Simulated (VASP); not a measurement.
# CoSi2 (Fm-3m) in VASP: further runs, part 2 of 2

VASP 6.6.1. The steps go on from the part before.

## (3) Relaxation of cell and atoms, PBE+D3(BJ)

This run uses another cell than the first one, of 12.83 Å³/atom, 1.032 times its volume.

INCAR reads:

```
ALGO = Normal
EDIFF = 1E-6
EDIFFG = -0.005
ENCUT = 600
GGA = PE
IBRION = 2
ISIF = 3
ISMEAR = 0
IVDW = 12
LASPH = True
LCHARG = False
LREAL = False
LWAVE = False
NELM = 80
NSW = 70
PREC = Accurate
SIGMA = 0.1
```

KPOINTS reads:

```
k-points
0
Gamma
  14 14 14
```

POSCAR reads:

```
CoSi2
1.0
    0.0000000000      2.6799219270      2.6799219270
    2.6799219270      0.0000000000      2.6799219270
    2.6799219270      2.6799219270      0.0000000000
Co Si
1 2
Direct
    0.0000000000      0.0000000000      0.0000000000
    0.2500000000      0.2500000000      0.2500000000
    0.7500000000      0.7500000000      0.7500000000
```

Potentials or basis: VASP PAW PBE potentials, release 64 (Co, Si).

On the command line:

```sh
$ cat potpaw_PBE.64/Co/POTCAR potpaw_PBE.64/Si/POTCAR > POTCAR
$ mpirun -np 1 vasp_std > vasp.out
```

OUTCAR:

```text
EDIFF = 1E-6
   EDIFFG = -0.005
   ENCUT = 600
   GGA = PE
   IBRION = 2
   ISIF = 3
   ISMEAR = 0
   IVDW = 12
   LASPH = True
   LREAL = False
   NELM = 80
   NSW = 70
   PREC = Accurate
 IVDW          = 12

 ion  position               nearest neighbor table
   1  0.000  0.000  0.000-   3 2.32   3 2.32   3 2.32   2 2.32   2 2.32   2 2.32   3 2.32   2 2.32

   2  0.250  0.250  0.250-   1 2.32   1 2.32   1 2.32   1 2.32   3 2.68   3 2.68   3 2.68   3 2.68
                             3 2.68   3 2.68
   3  0.750  0.750  0.750-   1 2.32   1 2.32   1 2.32   1 2.32   2 2.68   2 2.68   2 2.68   2 2.68
                             2 2.68   2 2.68

  LATTYP: Found a face centered cubic cell.
 ALAT       =     5.3598438540

  Lattice vectors:

 A1 = (   0.0000000000,   2.6799219270,   2.6799219270)
 A2 = (   2.6799219270,   0.0000000000,   2.6799219270)
 A3 = (   2.6799219270,   2.6799219270,   0.0000000000)

Analysis of symmetry for initial positions (statically):
=====================================================================
 Subroutine PRICEL returns:
 Original cell was already a primitive cell.

 Routine SETGRP: Setting up the symmetry group for a
 face centered cubic supercell.

 Subroutine GETGRP returns: Found 48 space group operations
 (whereof 48 operations were pure point group operations)
 out of a pool of 48 trial point group operations.

The static configuration has the point symmetry O_h .

Analysis of symmetry for dynamics (positions and initial velocities):
=====================================================================
 Subroutine PRICEL returns:
 Original cell was already a primitive cell.

 Routine SETGRP: Setting up the symmetry group for a
 face centered cubic supercell.

 Subroutine GETGRP returns: Found 48 space group operations
 (whereof 48 operations were pure point group operations)
 out of a pool of 48 trial point group operations.

The dynamic configuration has the point symmetry O_h .

 Subroutine INISYM returns: Found 48 space group operations
 (whereof 48 operations are pure point group operations),
 and found     1 'primitive' translations

----------------------------------------------------------------------------------------

                                     Primitive cell
[... 111 lines left out ...]
   IMIX   =      4    mixing-type and parameters
     AMIX     =   0.40;   BMIX     =  1.00
     AMIX_MAG =   1.60;   BMIX_MAG =  1.00
  volume/ion in A,a.u.               =      12.83        86.59
  Fermi-wavevector in a.u.,A,eV,Ry     =   1.246691  2.355905 21.146715  1.554240
  Thomas-Fermi vector in A             =   2.380857
   LORBIT       =      0    0 simple, 1 ext, 2 COOP (PROOUT), +10 PAW based schemes
   GGA     = PE    functional components
   LHFCALC =     F    Hartree Fock is set to
   AEXX    =    0.0000 exact exchange contribution
   IVDW    =    12    specifies the selected vdW correction
   LEPSILON=     F    determine dielectric tensor
   LRPA    =     F    only Hartree local field effects (RPA)
 conjugate gradient relaxation of ions
 non-spin polarized calculation
 Gauss-broadening in eV      SIGMA  =   0.10
  energy-cutoff  :      600.00
  volume of cell :       38.49
 maximum number of plane-waves:      1308
   NGX = 15   NGY = 15   NGZ = 15

--------------------------------------- Ionic step        1  -------------------------------------------

 number of electron      17.0000005 magnetization

 Free energy of the ion-electron system (eV)
  ---------------------------------------------------
  ext. energy  EPLUGINS =         0.00000000
  ---------------------------------------------------
  free energy    TOTEN  =       -19.29733579 eV

  energy without entropy =      -19.29217054  energy(sigma->0) =      -19.29475317

------------------------ aborting loop because EDIFF is reached ----------------------------------------

 Edisp (eV)   -1.32344

 E8    (eV) :    -0.5571
[... 155 lines left out ...]
--------------------------------------- Ionic step        5  -------------------------------------------

 number of electron      16.9999999 magnetization

 Free energy of the ion-electron system (eV)
  ---------------------------------------------------
  ext. energy  EPLUGINS =         0.00000000
  ---------------------------------------------------
  free energy    TOTEN  =       -19.27576788 eV

  energy without entropy =      -19.27071570  energy(sigma->0) =      -19.27324179

 E-fermi :  10.5165     XC(G=0): -11.8852

 val. band max:       10.4247428569   @ k =   0.4286   0.0714   0.0000
 cond. band min:      10.5164974784   @ k =   0.4286   0.2143   0.0714
 fundamental gap:      0.0917546215
 Fermi energy:        10.5164532592

 k-point     1 :       0.0000    0.0000    0.0000
  band No.  band energies     occupation
      1      -2.8561      2.00000
      2       6.2893      2.00000
      3       6.2893      2.00000
      4       6.2893      2.00000
      5       8.4951      2.00000
      6       8.4951      2.00000
      7      11.5623      0.00000
      8      13.9608      0.00000
      9      13.9608      0.00000
     10      14.0327      0.00000
     11      14.0327      0.00000
     12      14.0327      0.00000
[... 331 lines left out ...]
 k-point    24 :       0.2857    0.1429    0.0000
  band No.  band energies     occupation
      1      -1.7092      2.00000
      2       4.5528      2.00000
      3       6.4347      2.00000
      4       6.5082      2.00000
      5       7.6548      2.00000
      6       8.6828      2.00000
      7       9.5794      2.00000
      8      10.6084      0.19365
      9      11.2812      0.00000
     10      12.5747      0.00000
     11      14.7137      0.00000
     12      15.5355      0.00000

 [... further k-points ...]

------------------------ aborting loop because EDIFF is reached ----------------------------------------

 Edisp (eV)   -1.36817

 E8    (eV) :    -0.5761
[... 26 lines left out ...]
  FREE ENERGIE OF THE ION-ELECTRON SYSTEM (eV)
  ---------------------------------------------------
  free  energy   TOTEN  =       -20.6439401350 eV

  energy  without entropy=      -20.6388879571  energy(sigma->0) =      -20.64141405

 reached required accuracy - stopping structural energy minimisation
```

OSZICAR:

```text
N       E                     dE             d eps       ncg     rms          rms(c)
DAV:   1     0.743280412439E+02    0.74328E+02   -0.76613E+03  2504   0.151E+03
DAV:   2    -0.158964055671E+02   -0.90224E+02   -0.84334E+02  2516   0.267E+02
DAV:   3    -0.205947064528E+02   -0.46983E+01   -0.44856E+01  3212   0.691E+01
[... 40 lines left out ...]
DAV:   1    -0.192758666112E+02   -0.10832E-02   -0.11326E-03  2788   0.692E-01    0.915E-02
DAV:   2    -0.192761409925E+02   -0.27438E-03   -0.29492E-03  3300   0.121E+00    0.157E-01
DAV:   3    -0.192757707748E+02    0.37022E-03   -0.14876E-03  3248   0.872E-01    0.164E-02
DAV:   4    -0.192757681874E+02    0.25874E-05   -0.24961E-05  2580   0.457E-02    0.580E-03
DAV:   5    -0.192757678783E+02    0.30903E-06   -0.10110E-06  1424   0.222E-02
   5 F= -.20643940E+02 E0= -.20641414E+02  d E =-.479293E-05
```

CONTCAR:

```text
CoSi2
   1.00000000000000
    -0.0000000000000000    2.6512899475042158    2.6512899475042158
     2.6512899475042158   -0.0000000000000000    2.6512899475042158
     2.6512899475042158    2.6512899475042158   -0.0000000000000000
  Co              Si
     1     2
Direct
     0.0000000000000000    0.0000000000000000    0.0000000000000000
     0.2500000000000000    0.2500000000000000    0.2500000000000000
     0.7500000000000000    0.7500000000000000    0.7500000000000000

  0.00000000E+00  0.00000000E+00  0.00000000E+00
  0.00000000E+00  0.00000000E+00  0.00000000E+00
  0.00000000E+00  0.00000000E+00  0.00000000E+00
```

Wall time 82 s (1 thread of Intel Xeon 6975P-C (Granite Rapids), shared host); peak memory 0.23 GiB.

What came out:

| Item | Value |
| --- | --- |
| Free energy | -20.6439 eV |
| Relaxed volume | 12.42 Å³/atom |
| Relaxed cell | a = 3.749 Å, b = 3.749 Å, c = 3.749 Å, α = 60.00°, β = 60.00°, γ = 60.00° |
| Space group after relaxing (to 0.05 Å) | Fm-3m (No. 225) |
| Energy gained by relaxing | 7.7 meV/atom |
| Ionic steps | 5 |
| Pressure after relaxing | 0.0 GPa |
| Dispersion energy per atom | -0.456 eV |

Step by step:
```
step  energy change (eV)  largest force (eV/Å)  pressure (GPa)  volume (Å³)
   1              0.0000                0.0000           -5.83        38.49
   2              0.0069                0.0000            7.49        35.95
   3             -0.0232                0.0000           -0.16        37.28
   4             -0.0232                0.0000            0.07        37.25
   5             -0.0232                0.0000            0.01        37.27
```

Final structure:
```yaml
crystal:
  lattice:
    - [0.00000, 2.65129, 2.65129]
    - [2.65129, 0.00000, 2.65129]
    - [2.65129, 2.65129, 0.00000]
  atoms:
    - { symbol: Co, position: [0.00000, 0.00000, 0.00000] }
    - { symbol: Si, position: [0.25000, 0.25000, 0.25000] }
    - { symbol: Si, position: [0.75000, 0.75000, 0.75000] }
```

Caveat: pairwise dispersion overbinds metals, which lowers pressure and volume. Spin polarisation is off, so any magnetic state and its effect on volume and gap are missing.
